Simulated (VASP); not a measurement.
Wanted: the native input for a VASP 6.6.1 run.

* Task: single point
* Functional: PBE
* Potentials or basis: VASP PAW PBE potentials, release 64 (Ta_pv, N)
* Cutoff: 520 eV
* k mesh: 24 × 24 × 24
* Occupations: gaussian, width 0.1 eV
* Spin: no spin polarisation
* Dipole correction: no
* Further INCAR settings: ALGO = Normal; EDIFF = 1e-06; NBANDS = 20

The structure of Ta2N lies in POSCAR:

```
Ta2N
1.0
   -1.3905979849      1.3905979849      5.1114207277
    1.3905979849     -1.3905979849      5.1114207277
    1.3905979849      1.3905979849     -5.1114207277
Ta N
2 1
Direct
    0.3651056451      0.3651056451      0.0000000000
    0.6348943549      0.6348943549      0.0000000000
    0.0000000000      0.0000000000      0.0000000000
```

The input as run:

INCAR

```
SYSTEM = Ta2N
ALGO = Normal ; EDIFF = 1E-6
ENCUT = 520 ; GGA = PE
ISIF = 2 ; ISMEAR = 0
LASPH = .True. ; LCHARG = .False.
LREAL = .False. ; LWAVE = .False.
NBANDS = 20 ; NELM = 100
PREC = Accurate ; SIGMA = 0.1
```

KPOINTS

```
k-points
0
Gamma
  24 24 24
  0 0 0
```

Potentials or basis: VASP PAW PBE potentials, release 64 (Ta_pv, N).

Command:

```sh
$ cat potpaw_PBE.64/Ta_pv/POTCAR potpaw_PBE.64/N/POTCAR > POTCAR
$ mpirun -np 1 vasp_std > vasp.out
```

It gave:

| Item | Value |
| --- | --- |
| Pressure | 0.4 GPa |
| Largest force | 0.026 eV/Å |

It took 14 min on 1 thread of Intel(R) Xeon(R) 6975P-C (Granite Rapids), on a shared host, peak memory 0.87 GiB.
